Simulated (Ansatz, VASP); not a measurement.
Pd in VASP and in Ansatz

```
Pd
1.0
    -1.59939    1.59939    1.59939
     1.59939   -1.59939    1.59939
     1.59939    1.59939   -1.59939
Pd
1
Direct
  0.00000 0.00000 0.00000
```

Alike in both runs: task single point; functional PBE; k mesh 18 × 18 × 18; occupations gaussian, width 0.1 eV; no spin polarisation.

```csv
,VASP,Ansatz
version,VASP 6.6.1,Ansatz 0.2.0
potentials or method,"VASP PAW PBE potentials, release 64 (Pd), cutoff 520 eV","scalar-relativistic, plane waves, PAW"
valence electrons in the cell,10,18
```

|  | VASP | Ansatz | Ansatz less VASP |
| --- | --- | --- | --- |
| gap on the k mesh at the Fermi level (eV) | none | none | - |
| pressure (GPa) | -8.4 | -8.2 | +0.21 |

A gap of «none» marks a metal or a gap that the smearing closes. With one functional, cell and mesh, what is left measures potentials, basis and numerics. VASP's potentials hold 10 valence electrons a cell and Ansatz's 18, so a difference there can come from the potentials and not from the codes.
